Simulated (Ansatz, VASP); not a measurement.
**ZnO in VASP and in Ansatz**

The input INCAR:

```
SYSTEM = ZnO
  PREC = Accurate
  ENCUT = 520
  EDIFF = 1E-7
  ISMEAR = 0
  SIGMA = 0.05
  LREAL = .False.
  LASPH = .True.
  NELM = 100
  ALGO = Normal
  ISIF = 2
  LWAVE = .False.
  LCHARG = .False.
  GGA = PE
  NBANDS = 26
```

The input KPOINTS:

```
regular mesh
0
Gamma
  12 12 6
  0 0 0
```

The input POSCAR:

```
ZnO
1.0
    3.4106543340      0.0000000000      0.0000000000
   -1.7053271670      2.9537132968      0.0000000000
    0.0000000000      0.0000000000      5.7165808996
Zn O
2 2
Direct
    0.3333333333      0.6666666667      0.0015026881
    0.6666666667      0.3333333333      0.5015026881
    0.3333333333      0.6666666667      0.3805973119
    0.6666666667      0.3333333333      0.8805973119
```

Input for Ansatz:

```yaml
crystal:
  lattice:
    - [3.410654334, 0.0, 0.0]
    - [-1.705327167, 2.9537132968, 0.0]
    - [0.0, 0.0, 5.7165808996]
  atoms:
    - { symbol: Zn, position: [0.3333333333, 0.6666666667, 0.0015026881] }
    - { symbol: Zn, position: [0.6666666667, 0.3333333333, 0.5015026881] }
    - { symbol: O, position: [0.3333333333, 0.6666666667, 0.3805973119] }
    - { symbol: O, position: [0.6666666667, 0.3333333333, 0.8805973119] }
basis:
  ecutwfc: 420
kpoints:
  mp_grid: { grid: [12, 12, 6] }
hamiltonian:
  xc: pbe
scf:
  occupations: { method: gaussian, width: 0.05 }
output:
  forces: true
  stress: true
  eigenvalues: true
```

Change from the starting cell: strain +0.040 along x and y, +0.080 along z, atoms carried along.

Alike in both runs: task single point; functional PBE; k mesh 12 × 12 × 6; occupations gaussian, width 0.05 eV; no spin polarisation.

|  | VASP | Ansatz |
| --- | --- | --- |
| version | VASP 6.6.1 | Ansatz 0.2.0 |
| potentials or method | VASP PAW PBE potentials, release 64 (Zn, O), cutoff 520 eV | scalar-relativistic, plane waves, PAW |
| valence electrons in the cell | 36 | 36 |

```tsv
	VASP	Ansatz	Ansatz less VASP
gap on the k mesh at the Fermi level (eV)	0.45	0.47	+0.016
least direct gap on the mesh (eV)	0.45	0.47	+0.016
pressure (GPa)	-13.5	-14.0	-0.46
traceless stress, the component that is largest in VASP (GPa)	-2.55	-2.42	+0.135
rms of the force components (eV/Å)	0.012	0.003	-0.0086
```

Atom by atom the forces differ by 0.009 eV/Å (rms over components).
